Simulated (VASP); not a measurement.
# PbS (Galena) (Fm-3m) in VASP: dielectric tensor with PBEsol

Aim: the dielectric tensor of PbS (Galena) with PBEsol.

Everything below comes from runs of VASP 6.6.1. Logs are shortened: lines on timing, memory, paths and dates and some standing lists are left out, and cuts for length are marked.

**1. The cell of the first run**

Symmetry: Fm-3m, No. 225, cubic system. Conventional cell: a = 5.931 Å, b = 5.931 Å, c = 5.931 Å, α = 90.00°, β = 90.00°, γ = 90.00°. Within 3.9 Å of Pb (site symmetry m-3m) lie 6 S at 2.97 Å. Within 3.9 Å of S (site symmetry m-3m) lie 6 Pb at 2.97 Å.

**2. Dielectric tensor, PBEsol**

INCAR

```
SYSTEM = PbS
PREC = Accurate
ENCUT = 520
EDIFF = 1E-8
ISMEAR = 0
SIGMA = 0.01
LREAL = .False.
LASPH = .True.
NELM = 100
ALGO = Normal
ISIF = 2
LWAVE = .False.
LCHARG = .False.
GGA = PS
LEPSILON = .True.
```

KPOINTS

```
regular mesh
0
Gamma
  6 6 6
  0 0 0
```

POSCAR

```
PbS
1.0
    0.0000000000      2.9657500000      2.9657500000
    2.9657500000      0.0000000000      2.9657500000
    2.9657500000      2.9657500000      0.0000000000
Pb S
1 1
Direct
    0.0000000000      0.0000000000      0.0000000000
    0.5000000000      0.5000000000      0.5000000000
```

Potentials or basis: VASP PAW PBE potentials, release 64 (Pb_d, S).

Started as:

```sh
> cat potpaw_PBE.64/Pb_d/POTCAR potpaw_PBE.64/S/POTCAR > POTCAR
> mpirun -np 1 vasp_std > vasp.out
```

OUTCAR:

```text
SYSTEM = PbS
   PREC = Accurate
   ENCUT = 520
   EDIFF = 1E-8
   ISMEAR = 0
   LREAL = .False.
   LASPH = .True.
   NELM = 100
   ISIF = 2
   GGA = PS
   LEPSILON = .True.

 ion  position               nearest neighbor table
   1  0.000  0.000  0.000-   2 2.97   2 2.97   2 2.97   2 2.97   2 2.97   2 2.97
   2  0.500  0.500  0.500-   1 2.97   1 2.97   1 2.97   1 2.97   1 2.97   1 2.97

  LATTYP: Found a face centered cubic cell.
 ALAT       =     5.9315000000

  Lattice vectors:

 A1 = (   0.0000000000,   2.9657500000,   2.9657500000)
 A2 = (   2.9657500000,   0.0000000000,   2.9657500000)
 A3 = (   2.9657500000,   2.9657500000,   0.0000000000)

Analysis of symmetry for initial positions (statically):
=====================================================================
 Subroutine PRICEL returns:
 Original cell was already a primitive cell.

 Routine SETGRP: Setting up the symmetry group for a
 face centered cubic supercell.

 Subroutine GETGRP returns: Found 48 space group operations
 (whereof 48 operations were pure point group operations)
 out of a pool of 48 trial point group operations.

The static configuration has the point symmetry O_h .

Analysis of symmetry for dynamics (positions and initial velocities):
=====================================================================
 Subroutine PRICEL returns:
 Original cell was already a primitive cell.

 Routine SETGRP: Setting up the symmetry group for a
 face centered cubic supercell.

 Subroutine GETGRP returns: Found 48 space group operations
 (whereof 48 operations were pure point group operations)
 out of a pool of 48 trial point group operations.

The dynamic configuration has the point symmetry O_h .

 Subroutine INISYM returns: Found 48 space group operations
 (whereof 48 operations are pure point group operations),
 and found     1 'primitive' translations

----------------------------------------------------------------------------------------

                                     Primitive cell

  volume of cell :      52.1715

  direct lattice vectors                    reciprocal lattice vectors
     0.000000000  2.965750000  2.965750000    -0.168591419  0.168591419  0.168591419
     2.965750000  0.000000000  2.965750000     0.168591419 -0.168591419  0.168591419
     2.965750000  2.965750000  0.000000000     0.168591419  0.168591419 -0.168591419

  length of vectors
     4.194203873  4.194203873  4.194203873     0.292008903  0.292008903  0.292008903

  position of ions in fractional coordinates (direct lattice)
     0.000000000  0.000000000  0.000000000
     0.500000000  0.500000000  0.500000000

  ion indices of the primitive-cell ions
   primitive index   ion index
                 1           1
                 2           2

----------------------------------------------------------------------------------------

 KPOINTS: regular mesh

Automatic generation of k-mesh.
 Grid dimensions read from file:
 generate k-points for:    6    6    6

 Generating k-lattice:

  Cartesian coordinates                     Fractional coordinates (reciprocal lattice)
    -0.028098570  0.028098570  0.028098570     0.166666667  0.000000000  0.000000000
     0.028098570 -0.028098570  0.028098570     0.000000000  0.166666667  0.000000000
     0.028098570  0.028098570 -0.028098570     0.000000000  0.000000000  0.166666667

  Length of vectors
     0.048668150  0.048668150  0.048668150

  Shift w.r.t. Gamma in fractional coordinates (k-lattice)
     0.000000000  0.000000000  0.000000000

 Subroutine IBZKPT returns following result:
[... 70 lines left out ...]
   LRPA    =     F    only Hartree local field effects (RPA)
 non-spin polarized calculation
 Gauss-broadening in eV      SIGMA  =   0.01
  energy-cutoff  :      520.00
  volume of cell :       52.17
 maximum number of plane-waves:      1420
   NGX = 15   NGY = 15   NGZ = 15

--------------------------------------- Ionic step        1  -------------------------------------------

 number of electron      19.9999998 magnetization

 E-fermi :   5.7926     XC(G=0):  -9.8880

 val. band max:        5.6854763381   @ k =   0.5000   0.0000   0.0000
 cond. band min:       5.9416580839   @ k =   0.5000   0.0000   0.0000
 fundamental gap:      0.2561817459
 Fermi energy:         5.7926191274

 k-point     1 :       0.0000    0.0000    0.0000
  band No.  band energies     occupation
      1     -11.0536      2.00000
      2     -11.0536      2.00000
      3     -11.0536      2.00000
      4     -11.0405      2.00000
      5     -11.0405      2.00000
      6      -7.9180      2.00000
      7      -0.3710      2.00000
      8       3.5147      2.00000
      9       3.5147      2.00000
     10       3.5147      2.00000
     11      10.8483      0.00000
     12      10.8483      0.00000
     13      10.8483      0.00000
     14      12.3314      0.00000
[... 241 lines left out ...]
      1     -11.1672      2.00000
      2     -11.0588      2.00000
      3     -11.0310      2.00000
      4     -11.0142      2.00000
      5     -10.9910      2.00000
      6      -6.1791      2.00000
      7      -2.1459      2.00000
      8       0.8028      2.00000
      9       1.6783      2.00000
     10       3.8740      2.00000
     11       8.7956      0.00000
     12       9.8522      0.00000
     13      10.7303      0.00000
     14      12.4917      0.00000

  FORCE on cell =-STRESS in cart. coord.  units (eV):
  Direction    XX          YY          ZZ          XY          YZ          ZX
  --------------------------------------------------------------------------------------
  -------------------------------------------------------------------------------------
  Total       -0.2985097     -0.2985097     -0.2985097      0.0000000      0.0000000     -0.0000000
  in kB       -9.1671735     -9.1671735     -9.1671735      0.0000000      0.0000000     -0.0000000
  external PRESSURE =      -9.1671735 kB  Pullay stress =       0.0000000 kB

 VOLUME and BASIS-vectors are now :
 -----------------------------------------------------------------------------
  energy-cutoff  :      520.00
  volume of cell :       52.17
      direct lattice vectors                 reciprocal lattice vectors
     0.000000000  2.965750000  2.965750000    -0.168591419  0.168591419  0.168591419
     2.965750000  0.000000000  2.965750000     0.168591419 -0.168591419  0.168591419
     2.965750000  2.965750000  0.000000000     0.168591419  0.168591419 -0.168591419

 POSITION                                       TOTAL-FORCE (eV/Angst)
 -----------------------------------------------------------------------------------
      0.00000      0.00000      0.00000         0.000000     -0.000000     -0.000000
      2.96575      2.96575      2.96575         0.000000      0.000000      0.000000
 -----------------------------------------------------------------------------------
    total drift:                                0.000000     -0.000000     -0.000000

  FREE ENERGIE OF THE ION-ELECTRON SYSTEM (eV)
  ---------------------------------------------------
  free  energy   TOTEN  =        -9.4575091355 eV

  energy  without entropy=       -9.4575091355  energy(sigma->0) =       -9.45750914

 HEAD OF MICROSCOPIC STATIC DIELECTRIC TENSOR (INDEPENDENT PARTICLE, excluding Hartree and local field effects)
 ------------------------------------------------------
          64.679469    -0.000000    -0.000000
           0.000000    64.679469    -0.000000
           0.000000     0.000000    64.679469
 ------------------------------------------------------

 Free energy of the ion-electron system (eV)
  ---------------------------------------------------
  ---------------------------------------------------
  free energy    TOTEN  =        -9.17515236 eV

  energy without entropy =       -9.17515236

------------------------ aborting loop because EDIFF is reached ----------------------------------------

--------------------------------------- Ionic step        2  -------------------------------------------

------------------------ aborting loop because EDIFF is reached ----------------------------------------

--------------------------------------- Ionic step        3  -------------------------------------------

 Free energy of the ion-electron system (eV)
  ---------------------------------------------------
  ---------------------------------------------------
  free energy    TOTEN  =        -9.17514717 eV

  energy without entropy =       -9.17514717

------------------------ aborting loop because EDIFF is reached ----------------------------------------

 PIEZOELECTRIC TENSOR FIELD DIRECTION 3  (e Angst)
 -----------------------------------------------------------------------------
     0.00332  0.00000  0.00000           (  0.00001  0.00000  0.00000)
     0.00000  0.00332  0.00000           (  0.00000  0.00001  0.00000)
     0.00000 -0.00000 -0.00149           (  0.00000  0.00000  0.00003)

 PIEZOELECTRIC TENSOR FIELD DIRECTION 3  (C/m^2)
 -----------------------------------------------------------------------------
     0.00102  0.00000  0.00000
     0.00000  0.00102  0.00000
     0.00000 -0.00000 -0.00046

 MACROSCOPIC STATIC DIELECTRIC TENSOR (including local field effects in DFT)
 ------------------------------------------------------
          62.783203     0.000000     0.000000
           0.000000    62.783203    -0.000000
           0.000000    -0.000000    62.783203
 ------------------------------------------------------

 PIEZOELECTRIC TENSOR (including local field effects)  for field in x, y, z        (e  Angst)
          XX          YY          ZZ          XY          YZ          ZX
  --------------------------------------------------------------------------------
  x     0.00000     0.00000     0.00000     0.00000     0.00000     0.00000
  y     0.00000     0.00000     0.00000     0.00000     0.00000     0.00000
  z     0.00000     0.00000     0.00000     0.00000     0.00000     0.00000

 PIEZOELECTRIC TENSOR (including local field effects)  for field in x, y, z        (C/m^2)
          XX          YY          ZZ          XY          YZ          ZX
  --------------------------------------------------------------------------------
  x     0.00000     0.00000     0.00000     0.00000     0.00000     0.00000
  y     0.00000     0.00000     0.00000     0.00000     0.00000     0.00000
  z     0.00000     0.00000     0.00000     0.00000     0.00000     0.00000

 BORN EFFECTIVE CHARGES (including local field effects) (in |e|, cummulative output)
 ---------------------------------------------------------------------------------
 ion    1
    1     1.72861     0.00000     0.00000
    2     0.00000     1.72861     0.00000
    3     0.00000     0.00000     1.72861
 ion    2
    1    -1.72861     0.00000     0.00000
    2     0.00000    -1.72861     0.00000
    3     0.00000     0.00000    -1.72861
```

Wall time 99 s (1 thread of Intel Xeon Platinum 8375C at 2.90GHz (Ice Lake), shared host); peak memory 0.23 GiB.

Results:

```yaml
Band_gap_on_the_k_mesh: 0.26 eV, direct
Electronic_dielectric_tensor_diagonal: 62.78
Born_charges_mean_of_the_diagonal: Pb +1.73; S -1.73 e
```

Levels at points of the mesh, in eV from the valence-band top:
```
           k point  band 8  band 9  band 10  band 11  band 12  band 13
(0.00, 0.00, 0.00)   -2.17   -2.17    -2.17     5.16     5.16     5.16
(0.50, 0.00, 0.00)   -1.77   -1.77     0.00     0.26     1.90     1.90
(0.50, 0.50, 0.00)   -5.25   -3.46    -3.46     3.72     5.53     5.64
```

Electronic dielectric tensor:
```
62.78  0.00  0.00
 0.00 62.78  0.00
 0.00  0.00 62.78
```

Born effective charge tensors (e):
atom 1, Pb
```
1.73 0.00 0.00
0.00 1.73 0.00
0.00 0.00 1.73
```
atom 2, S
```
-1.73  0.00  0.00
 0.00 -1.73  0.00
 0.00  0.00 -1.73
```

Caveat: the gap is small at this level, which inflates the dielectric constant; the PAW data sets were made with another functional, which shifts forces and pressure a little; spin-orbit coupling is left out, which moves the levels of the heavy elements. A k mesh can miss the band edges.
